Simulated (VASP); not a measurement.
# Al4H (R-3m) in VASP: further runs

Runs on Al4H. Level: PBE. Tasks: single point, relaxation of cell and atoms.

Everything below comes from runs of VASP 6.6.1. Logs are shortened: lines on timing, memory, paths and dates and some standing lists are left out, and cuts for length are marked.

### 1 The cell of the first run

It takes space group R-3m (No. 166, trigonal). The conventional cell has a = 5.023 Å, b = 5.023 Å, c = 9.908 Å, α = 90.00°, β = 90.00°, γ = 120.00°. Al (site symmetry 2/m) has 6 Al at 2.20 to 2.51 Å and 2 H at 2.51 Å within 2.9 Å. Within 2.9 Å of Al (site symmetry -3m) lie 6 Al at 2.20 Å. H (site symmetry -3m) has 12 Al at 2.51 to 3.34 Å within 3.4 Å.

The cell was generated, and may not be a known phase.

### 2 Single point, PBE

INCAR

```
SYSTEM = Al4H
  PREC = Accurate
  ENCUT = 520
  EDIFF = 1E-6
  ISMEAR = 0
  SIGMA = 0.1
  LREAL = .FALSE.
  LASPH = .TRUE.
  NELM = 80
  ALGO = Normal
  ISIF = 2
  LWAVE = .FALSE.
  LCHARG = .TRUE.
  GGA = PE
  LELF = .TRUE.
  LVHAR = .TRUE.
  NBANDS = 14
```

KPOINTS

```
Automatic mesh
0
G
  6 6 6
  0 0 0
```

POSCAR

```
Al4H
1.0
    2.5115196000      1.4500265200      3.3025334000
   -2.5115196000      1.4500265200      3.3025334000
    0.0000000000     -2.9000530400      3.3025334000
Al H
4 1
Direct
    0.5000000000      0.5000000000      0.0000000000
    0.0000000000      0.5000000000      0.5000000000
    0.5000000000      0.0000000000      0.5000000000
    0.5000000000      0.5000000000      0.5000000000
    0.0000000000      0.0000000000      0.0000000000
```

Potentials or basis: VASP PAW PBE potentials, release 64 (Al, H).

Command:

```console
$ cat potpaw_PBE.64/Al/POTCAR potpaw_PBE.64/H/POTCAR > POTCAR
$ mpirun -np 1 vasp_std > vasp.out
```

OUTCAR:

```text
SYSTEM = Al4H
   PREC = Accurate
   ENCUT = 520
   EDIFF = 1E-6
   ISMEAR = 0
   LREAL = .FALSE.
   LASPH = .TRUE.
   NELM = 80
   ISIF = 2
   GGA = PE

 ion  position               nearest neighbor table
   1  0.500  0.500  0.000-   4 2.20   4 2.20   3 2.51   2 2.51   3 2.51   2 2.51
   2  0.000  0.500  0.500-   4 2.20   4 2.20   3 2.51   3 2.51   1 2.51   1 2.51
   3  0.500  0.000  0.500-   4 2.20   4 2.20   2 2.51   2 2.51   1 2.51   1 2.51
   4  0.500  0.500  0.500-   2 2.20   3 2.20   3 2.20   2 2.20   1 2.20   1 2.20
   5  0.000  0.000  0.000-

  LATTYP: Found a trigonal (rhomboedric) cell.
 ALAT       =     4.3951148441
 COS(alpha) =     0.3469255619

  Lattice vectors:

 A1 = (   2.5115196000,   1.4500265200,   3.3025334000)
 A2 = (  -2.5115196000,   1.4500265200,   3.3025334000)
 A3 = (   0.0000000000,  -2.9000530400,   3.3025334000)

Analysis of symmetry for initial positions (statically):
=====================================================================
 Subroutine PRICEL returns:
 Original cell was already a primitive cell.

 Routine SETGRP: Setting up the symmetry group for a
 trigonal (rhombohedral) supercell.

 Subroutine GETGRP returns: Found 12 space group operations
 (whereof 12 operations were pure point group operations)
 out of a pool of 12 trial point group operations.

The static configuration has the point symmetry D_3d.

Analysis of symmetry for dynamics (positions and initial velocities):
=====================================================================
 Subroutine PRICEL returns:
 Original cell was already a primitive cell.

 Routine SETGRP: Setting up the symmetry group for a
 trigonal (rhombohedral) supercell.

 Subroutine GETGRP returns: Found 12 space group operations
 (whereof 12 operations were pure point group operations)
 out of a pool of 12 trial point group operations.

The dynamic configuration has the point symmetry D_3d.

 Subroutine INISYM returns: Found 12 space group operations
 (whereof 12 operations are pure point group operations),
 and found     1 'primitive' translations

----------------------------------------------------------------------------------------

                                     Primitive cell

  volume of cell :      72.1624

  direct lattice vectors                    reciprocal lattice vectors
     2.511519600  1.450026520  3.302533400     0.199082659  0.114940427  0.100932615
    -2.511519600  1.450026520  3.302533400    -0.199082659  0.114940427  0.100932615
     0.000000000 -2.900053040  3.302533400     0.000000000 -0.229880853  0.100932615

  length of vectors
     4.395114841  4.395114841  4.395114844     0.251062939  0.251062939  0.251062939

  position of ions in fractional coordinates (direct lattice)
     0.500000000  0.500000000  1.000000000
     1.000000000  0.500000000  0.500000000
     0.500000000  1.000000000  0.500000000
     0.500000000  0.500000000  0.500000000
     0.000000000  0.000000000  0.000000000

  ion indices of the primitive-cell ions
   primitive index   ion index
                 1           1
                 2           2
                 3           3
                 4           4
                 5           5

----------------------------------------------------------------------------------------

 KPOINTS: Automatic mesh

Automatic generation of k-mesh.
 Grid dimensions read from file:
 generate k-points for:    6    6    6

 Generating k-lattice:

  Cartesian coordinates                     Fractional coordinates (reciprocal lattice)
     0.033180443  0.019156738  0.016822103     0.166666667  0.000000000  0.000000000
    -0.033180443  0.019156738  0.016822103     0.000000000  0.166666667  0.000000000
     0.000000000 -0.038313476  0.016822103     0.000000000  0.000000000  0.166666667

  Length of vectors
     0.041843823  0.041843823  0.041843823

  Shift w.r.t. Gamma in fractional coordinates (k-lattice)
     0.000000000  0.000000000  0.000000000

 Subroutine IBZKPT returns following result:
 ===========================================

 Found     32 irreducible k-points:

 Following reciprocal coordinates:
            Coordinates               Weight
  0.000000  0.000000  0.000000      1.000000
  0.166667 -0.000000 -0.000000      6.000000
  0.333333 -0.000000  0.000000      6.000000
  0.500000 -0.000000 -0.000000      3.000000
  0.166667  0.166667 -0.000000      6.000000
  0.333333  0.166667 -0.000000     12.000000
[... 16 lines left out ...]
  0.500000  0.500000  0.166667      6.000000
 -0.333333  0.500000  0.166667     12.000000
 [... further k-points ...]
   k-points           NKPTS =     32   k-points in BZ     NKDIM =     32   number of bands    NBANDS=     14
   number of dos      NEDOS =    301   number of ions     NIONS =      5
   total plane-waves  NPLWV =  46656
   dimension x,y,z NGX =    36 NGY =   36 NGZ =   36
   dimension x,y,z NGXF=    72 NGYF=   72 NGZF=   72
   ions per type =               4   1
   NGX,Y,Z   is equivalent  to a cutoff of  13.62, 13.62, 13.62 a.u.
   NGXF,Y,Z  is equivalent  to a cutoff of  27.23, 27.23, 27.23 a.u.
 SYSTEM =  Al4H
   PREC   = accura    normal or accurate (medium, high low for compatibility)
   ISTART =      0    job   : 0-new  1-cont  2-samecut
   ICHARG =      2    charge: 1-file 2-atom 10-const
   ISPIN  =      1    spin polarized calculation?
   LNONCOLLINEAR =      F non collinear calculations
   LSORBIT =      F    spin-orbit coupling
   LASPH  =      T    aspherical Exc in radial PAW
   ENCUT  =  520.0 eV  38.22 Ry    6.18 a.u.   8.17  8.17  8.17*2*pi/ulx,y,z
   NELM   =     80;   NELMIN=  2; NELMDL= -5     # of ELM steps
   EDIFF  = 0.1E-05   stopping-criterion for ELM
   LREAL  =      F    real-space projection
   EDIFFG = 0.1E-04   stopping-criterion for IOM
   NSW    =      0    number of steps for IOM
   IBRION =     -1    ionic relax: 0-MD 1-quasi-New 2-CG
   NFREE  =      0    steps in history (QN), initial steepest desc. (CG)
   ISIF   =      2    stress and relaxation
   ISYM   =      2    0-nonsym 1-usesym 2-fastsym
   POTIM  = 0.5000    time-step for ionic-motion
   TEBEG  =    0.0;   TEEND  =   0.0 temperature during run
   PSTRESS=    0.0 pullay stress
   NELECT =      13.0000    total number of electrons
   NUPDOWN=      -1.0000    fix difference up-down
   EMIN   =  10.00;   EMAX   =-10.00  energy-range for DOS
   EFERMI =   0.00;   METHOD = LEGACY
   ISMEAR =     0;   SIGMA  =   0.10  broadening in eV -4-tet -1-fermi 0-gaus
   EFERMI_NEDOS =   21; number of points for ismear=-14 and -15
   IALGO  =     38    algorithm
   IMIX   =      4    mixing-type and parameters
     AMIX     =   0.40;   BMIX     =  1.00
     AMIX_MAG =   1.60;   BMIX_MAG =  1.00
  volume/ion in A,a.u.               =      14.43        97.40
  Fermi-wavevector in a.u.,A,eV,Ry     =   0.924597  1.747234 11.631333  0.854879
  Thomas-Fermi vector in A             =   2.050360
   LORBIT       =      0    0 simple, 1 ext, 2 COOP (PROOUT), +10 PAW based schemes
   GGA     = PE    functional components
   LHFCALC =     F    Hartree Fock is set to
   AEXX    =    0.0000 exact exchange contribution
   IVDW    =     0    specifies the selected vdW correction
   LEPSILON=     F    determine dielectric tensor
   LRPA    =     F    only Hartree local field effects (RPA)
 non-spin polarized calculation
 Gauss-broadening in eV      SIGMA  =   0.10
  energy-cutoff  :      520.00
  volume of cell :       72.16
 maximum number of plane-waves:      1963
 NGX is ok and might be reduce to    36
   NGX = 17   NGY = 17   NGZ = 17

 number of electron      13.0000001 magnetization

 Free energy of the ion-electron system (eV)
  ---------------------------------------------------
  ext. energy  EPLUGINS =         0.00000000
  ---------------------------------------------------
  free energy    TOTEN  =       -10.75088538 eV

  energy without entropy =      -10.74423985  energy(sigma->0) =      -10.74756262

 E-fermi :   6.7165     XC(G=0):  -9.7433

 val. band max:        6.7035000953   @ k =  -0.3333   0.3333   0.1667
 cond. band min:       6.8445680524   @ k =  -0.3333   0.1667   0.1667
 fundamental gap:      0.1410679572
 Fermi energy:         6.7165472808

 k-point     1 :       0.0000    0.0000    0.0000
  band No.  band energies     occupation
      1      -4.7385      2.00000
      2       1.7626      2.00000
      3       3.9527      2.00000
      4       4.2003      2.00000
      5       4.2003      2.00000
      6       5.4721      2.00000
      7       5.4721      2.00000
      8       7.3588      0.00000
      9       8.1579      0.00000
     10       8.7425      0.00000
     11       8.7425      0.00000
     12       9.9512      0.00000
     13      10.5956      0.00000
     14      10.5956      0.00000

 k-point     2 :       0.1667   -0.0000   -0.0000
  band No.  band energies     occupation
      1      -4.5176      2.00000
      2       1.0906      2.00000
      3       2.6668      2.00000
      4       4.1434      2.00000
      5       4.9433      2.00000
      6       5.6457      2.00000
      7       6.3911      2.00000
      8       7.3380      0.00000
      9       7.6912      0.00000
     10       8.0717      0.00000
     11       9.7298      0.00000
     12      10.2620      0.00000
     13      11.0765      0.00000
     14      11.9030      0.00000

 k-point     3 :       0.3333   -0.0000    0.0000
  band No.  band energies     occupation
      1      -3.9090      2.00000
      2      -0.4872      2.00000
      3       2.2071      2.00000
      4       4.2180      2.00000
      5       5.3620      2.00000
      6       5.4290      2.00000
      7       5.8913      2.00000
      8       7.4684      0.00000
      9       8.3671      0.00000
     10       9.0711      0.00000
     11       9.6160      0.00000
     12      11.9040      0.00000
     13      11.9496      0.00000
     14      12.6335      0.00000

 k-point     4 :       0.5000   -0.0000   -0.0000
  band No.  band energies     occupation
      1      -3.3775      2.00000
      2      -1.4157      2.00000
      3       2.1071      2.00000
      4       4.4646      2.00000
      5       4.8743      2.00000
      6       5.3426      2.00000
      7       5.8249      2.00000
      8       8.4138      0.00000
      9       8.4988      0.00000
     10       9.5005      0.00000
     11       9.5814      0.00000
     12      10.2811      0.00000
     13      13.5963      0.00000
     14      13.7671      0.00000

 k-point     5 :       0.1667    0.1667   -0.0000
  band No.  band energies     occupation
      1      -4.4068      2.00000
      2       1.0899      2.00000
      3       2.8697      2.00000
      4       3.0625      2.00000
      5       5.2944      2.00000
      6       5.5083      2.00000
      7       6.2757      2.00000
      8       7.0758      0.00000
      9       7.5112      0.00000
     10       8.8759      0.00000
     11       9.4218      0.00000
[... 276 lines left out ...]
 k-point    22 :      -0.1667    0.3333    0.1667
  band No.  band energies     occupation
      1      -3.3866      2.00000
      2      -0.4165      2.00000
      3       0.7991      2.00000
      4       2.8906      2.00000
      5       4.3121      2.00000
      6       6.3272      2.00000
      7       7.2231      0.00000
      8       8.1806      0.00000
      9       8.3801      0.00000
     10      10.5310      0.00000
     11      11.1955      0.00000
     12      11.5648      0.00000
     13      11.6989      0.00000
     14      13.1072      0.00000

 k-point    23 :       0.5000    0.5000    0.1667
  band No.  band energies     occupation
      1      -2.4318      2.00000
      2      -1.2924      2.00000
      3       1.8784      2.00000
      4       1.9429      2.00000
      5       2.5299      2.00000
      6       5.1316      2.00000
      7       7.6696      0.00000
      8       7.7433      0.00000
      9       8.8405      0.00000
     10      11.2758      0.00000
     11      12.0904      0.00000
     12      12.2651      0.00000
     13      12.6287      0.00000
     14      14.9672      0.00000

 k-point    24 :      -0.3333    0.5000    0.1667
  band No.  band energies     occupation
      1      -2.3083      2.00000
      2      -1.4070      2.00000
      3       0.6997      2.00000
      4       2.0973      2.00000
      5       3.7416      2.00000
      6       5.3760      2.00000
      7       7.2669      0.00000
      8       8.6793      0.00000
      9       9.4711      0.00000
     10      10.7431      0.00000
     11      11.3290      0.00000
     12      12.2938      0.00000
     13      13.2090      0.00000
     14      13.8508      0.00000

 [... further k-points ...]
[... 5 lines left out ...]
  --------------------------------------------------------------------------------------
  -------------------------------------------------------------------------------------
  Total       14.5736875     14.5736876     26.1594669      0.0000000     -0.0000000      0.0000000
  in kB      323.5705971    323.5705983    580.8025116      0.0000000     -0.0000000      0.0000000
  external PRESSURE =     409.3145690 kB  Pullay stress =       0.0000000 kB

 VOLUME and BASIS-vectors are now :
 -----------------------------------------------------------------------------
  energy-cutoff  :      520.00
  volume of cell :       72.16
      direct lattice vectors                 reciprocal lattice vectors
     2.511519600  1.450026520  3.302533400     0.199082659  0.114940427  0.100932615
    -2.511519600  1.450026520  3.302533400    -0.199082659  0.114940427  0.100932615
     0.000000000 -2.900053040  3.302533400     0.000000000 -0.229880853  0.100932615

 POSITION                                       TOTAL-FORCE (eV/Angst)
 -----------------------------------------------------------------------------------
      0.00000      1.45003      3.30253        -0.000000     -0.000000     -0.000000
     -1.25576     -0.72501      3.30253        -0.000000     -0.000000     -0.000000
      1.25576     -0.72501      3.30253         0.000000      0.000000      0.000000
      0.00000      0.00000      4.95380         0.000000      0.000000     -0.000000
      0.00000      0.00000      0.00000        -0.000000      0.000000     -0.000000
 -----------------------------------------------------------------------------------
    total drift:                               -0.000000     -0.000000      0.000000

  FREE ENERGIE OF THE ION-ELECTRON SYSTEM (eV)
  ---------------------------------------------------
  free  energy   TOTEN  =       -10.7508853831 eV

  energy  without entropy=      -10.7442398535  energy(sigma->0) =      -10.74756262
```

Wall time 31 s (1 thread of AMD EPYC 9R14 (Zen 4), shared host); peak memory 0.17 GiB.

What came out:

```yaml
Free_energy: -10.7509 eV
Pressure: 40.9 GPa
Band_gap_on_the_k_mesh: zero (an odd number of electrons rules out a gap without spin polarisation)
```

Caveat: the stress differs along the axes, from 32 to 58 GPa.

### 3 Single point, PBE

This run uses another cell than the first one, of 21.51 Å³/atom.

INCAR

```
SYSTEM = Al4H
ALGO = Normal ; EDIFF = 1E-7
ENCUT = 520 ; GGA = PE
ISIF = 2 ; ISMEAR = 0
LASPH = .True. ; LCHARG = .False.
LREAL = .False. ; LWAVE = .False.
NBANDS = 14 ; NELM = 80
PREC = Accurate ; SIGMA = 0.1
```

KPOINTS

```
k-points
0
Gamma
  6 6 6
  0 0 0
```

POSCAR: that of step 2 with these lines changed.

```diff
@@ -2,5 +2,5 @@
 1.0
-    2.5115196000      1.4500265200      3.3025334000
-   -2.5115196000      1.4500265200      3.3025334000
-    0.0000000000     -2.9000530400      3.3025334000
+    2.6432845678      1.5261010568      4.4425908142
+   -2.6432845678      1.5261010568      4.4425908142
+    0.0000000000     -3.0522021135      4.4425908142
 Al H
```

Potentials or basis: VASP PAW PBE potentials, release 64 (Al, H).

Command:

```console
$ cat potpaw_PBE.64/Al/POTCAR potpaw_PBE.64/H/POTCAR > POTCAR
$ mpirun -np 1 vasp_std > vasp.out
```

Run time: 49 s. Hardware: 1 thread of AMD EPYC 9R14 (Zen 4), shared host; peak memory 0.21 GiB.

The run converged. Its results:

```yaml
Free_energy: -14.8438 eV
Pressure: 0.0 GPa
Band_gap_on_the_k_mesh: zero (an odd number of electrons rules out a gap without spin polarisation)
```

Stress tensor (GPa, compression positive):
```
-0.03  0.00  0.00
 0.00 -0.03  0.00
 0.00  0.00  0.09
```

Levels at points of the mesh, in eV from the Fermi level:
```csv
k point,band 4,band 5,band 6,band 7,band 8,band 9
"(0.00, 0.00, 0.00)",-1.22,-1.21,-1.21,-1.06,-1.06,-0.62
"(0.50, 0.00, 0.00)",-2.39,-2.37,-1.42,-0.34,1.48,2.48
"(0.50, 0.50, 0.00)",-3.28,-2.82,-1.85,2.03,2.75,2.81
"(0.50, 0.50, 0.50)",-2.13,-2.13,-1.86,-0.68,-0.68,2.82
```

### 4 Relaxation of cell and atoms, PBE

INCAR

```
ALGO = Normal ; EDIFF = 1E-6
EDIFFG = -0.04 ; ENCUT = 600
GGA = PE ; IBRION = 2
ISIF = 3 ; ISMEAR = 0
LASPH = T ; LCHARG = F
LREAL = F ; LWAVE = F
NELM = 100 ; NSW = 90
PREC = Accurate ; SIGMA = 0.1
```

KPOINTS

```
k-points
0
Gamma
  6 6 6
```

POSCAR: that of step 3 with these lines changed.

```diff
@@ -2,5 +2,5 @@
 1.0
-    2.6432845678      1.5261010568      4.4425908142
-   -2.6432845678      1.5261010568      4.4425908142
-    0.0000000000     -3.0522021135      4.4425908142
+    2.5115196000      1.4500265200      3.3025334000
+   -2.5115196000      1.4500265200      3.3025334000
+    0.0000000000     -2.9000530400      3.3025334000
 Al H
```

Command:

```console
$ cat potpaw_PBE.64/Al/POTCAR potpaw_PBE.64/H/POTCAR > POTCAR
$ mpirun -np 1 vasp_std > vasp.out
```

Wall time 2.1 min (1 thread of AMD EPYC 9R14 (Zen 4), shared host); peak memory 0.18 GiB.

The run converged. Its results:

```
Free energy                           : -14.8356 eV
Relaxed volume                        : 21.53 Å³/atom
Relaxed cell                          : a = 5.394 Å, b = 5.394 Å, c = 5.394 Å, α = 58.69°, β = 58.69°, γ = 58.69°
Space group after relaxing (to 0.1 Å) : R-3m (No. 166)
Energy gained by relaxing             : 816.8 meV/atom
Ionic steps                           : 9
Pressure after relaxing               : -0.1 GPa
Band gap on the k mesh                : zero (an odd number of electrons rules out a gap without spin polarisation)
```

The path:
```tsv
step	energy change (eV)	largest force (eV/Å)	pressure (GPa)	volume (Å³)
1	0.0000	0.0000	40.95	72.16
2	-3.7225	0.0000	-2.64	117.60
3	-3.7634	0.0000	-0.31	109.92
4	-3.7650	0.0000	-0.92	111.70
5	-3.8914	0.0000	-0.88	110.43
6	-4.0794	0.0000	0.70	105.90
7	-4.0822	0.0000	0.36	106.53
8	-4.0824	0.0000	0.44	106.37
9	-4.0840	0.0000	-0.07	107.67
```

Final structure:
```yaml
crystal:
  lattice:
    - [2.64351, 1.52623, 4.44775]
    - [-2.64351, 1.52623, 4.44775]
    - [0.00000, -3.05247, 4.44775]
  atoms:
    - { symbol: Al, position: [0.50000, 0.50000, 0.00000] }
    - { symbol: Al, position: [0.00000, 0.50000, 0.50000] }
    - { symbol: Al, position: [0.50000, 0.00000, 0.50000] }
    - { symbol: Al, position: [0.50000, 0.50000, 0.50000] }
    - { symbol: H, position: [0.00000, 0.00000, 0.00000] }
```

Levels at points of the mesh, in eV from the Fermi level:
```tsv
k point	band 2	band 3	band 4	band 5	band 6	band 7	band 8	band 9	band 10
(0.00, 0.00, 0.00)	-3.97	-2.51	-1.22	-1.21	-1.21	-1.06	-1.06	-0.63	1.33
(0.50, 0.00, 0.00)	-6.62	-3.75	-2.39	-2.38	-1.42	-0.33	1.48	2.48	3.30
(0.50, 0.50, 0.00)	-7.18	-4.30	-3.28	-2.82	-1.85	2.03	2.74	2.81	3.47
(0.50, 0.50, 0.50)	-6.19	-2.86	-2.12	-2.12	-1.86	-0.68	-0.68	2.82	3.32
```

Caveat: the volume moved by over 15 % at a fixed basis, so the end points are rough.

### 5 The runs side by side

```tsv
task	cell	cutoff (eV)	gap on the mesh (eV)	pressure (GPa)
single point	a = 4.395 Å, angles 69.7°, 5 atoms	520	none	40.9
single point	a = 5.390 Å, angles 58.7°, 5 atoms	520	none	0.0
relaxation of cell and atoms	relaxed from a = 4.395 Å, angles 69.7°, 5 atoms	600	none	-0.1
```

Alike in all rows: level PBE; potentials or basis VASP PAW PBE potentials, release 64 (Al, H); no spin polarisation; k mesh 6 × 6 × 6; smearing gaussian 0.1 eV.

Caveats: the stress differs along the axes, from 32 to 58 GPa (at least some runs); the volume moved by over 15 % at a fixed basis, so the end points are rough (at least some runs).

Absolute energies hang on the potentials; compare differences alone.

The gap in the log of VASP goes by the Fermi energy; the results here count the filled bands.